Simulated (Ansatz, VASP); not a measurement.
One calculation of AgRh, two programs

File INCAR:

```
  ALGO = Normal
  EDIFF = 1E-6
  EDIFFG = -0.01
  ENCUT = 600
  IBRION = 2
  ISIF = 3
  ISMEAR = -1
  LASPH = T
  LCHARG = F
  LREAL = F
  LWAVE = F
  NELM = 60
  NSW = 60
  PREC = Accurate
  SIGMA = 0.05
```

File KPOINTS:

```
k-points
0
Gamma
  11 11 6
```

Contents of POSCAR:

```
AgRh
1.0
    2.7775881998      0.0000000000      0.0000000000
   -1.3887940999      2.4054619423      0.0000000000
    0.0000000000      0.0000000000      4.8086020000
Ag Rh
1 1
Direct
    0.0000000000      0.0000000000      0.5000000000
    0.6666666667      0.3333333333      0.0000000000
```

The input input.yaml:

```yaml
crystal:
  lattice:
    - [2.7775881998, 0.0, 0.0]
    - [-1.3887940999, 2.4054619423, 0.0]
    - [0.0, 0.0, 4.808602]
  atoms:
    - { symbol: Ag, position: [0.0, 0.0, 0.5] }
    - { symbol: Rh, position: [0.6666666667, 0.3333333333, 0.0] }
hamiltonian:
  xc: lda
  pseudopotentials: { kind: paw }
kpoints:
  mp_grid: { grid: [11, 11, 6] }
scf:
  occupations: { method: fermi_dirac, width: 0.05 }
output:
  forces: true
  stress: true
  eigenvalues: true
  write_density: true
  write_potential: true
  elf: true
  volumetric_format: npy
relax:
  f_tol: 0.01
  max_steps: 40
  cell: { stress_tol: 0.05 }
```

Alike in both runs: task relaxation of cell and atoms; functional LDA; k mesh 11 × 11 × 6; occupations fermi-dirac, width 0.05 eV; no spin polarisation.

|  | VASP | Ansatz |
| --- | --- | --- |
| version | VASP 6.6.1 | Ansatz 0.2.0 |
| potentials or method | VASP PAW LDA potentials, release 64 (Ag, Rh_pv) | Ansatz PAW |
| plane-wave cutoff (eV) | 600 | 420 |
| valence electrons in the cell | 26 | 36 |

Ansatz gave:

```
gap on the k mesh at the Fermi level, each at its own relaxed structure (eV) : none
relaxed volume (Å³/atom)                                                     : 14.59
relaxed length of the cell vector where the two differ most in proportion (Å)              : 2.699
```

Task: Which values does VASP return?

Result: gap on the k mesh at the Fermi level, each at its own relaxed structure (eV): none; relaxed volume (Å³/atom): 14.62; relaxed length of the cell vector where the two differ most in proportion (Å): 2.701.

LDA's correlation is that of Perdew and Zunger in VASP and of Perdew and Wang (1992) in Ansatz. A gap of «none» marks a metal or a gap that the smearing closes. VASP's potentials hold 26 valence electrons a cell and Ansatz's 36, so a difference there can come from the potentials and not from the codes.

Noted on Ansatz's run: the plane-wave basis is chosen anew once the cell has moved, so the energies of steps on either side of that aren't comparable.
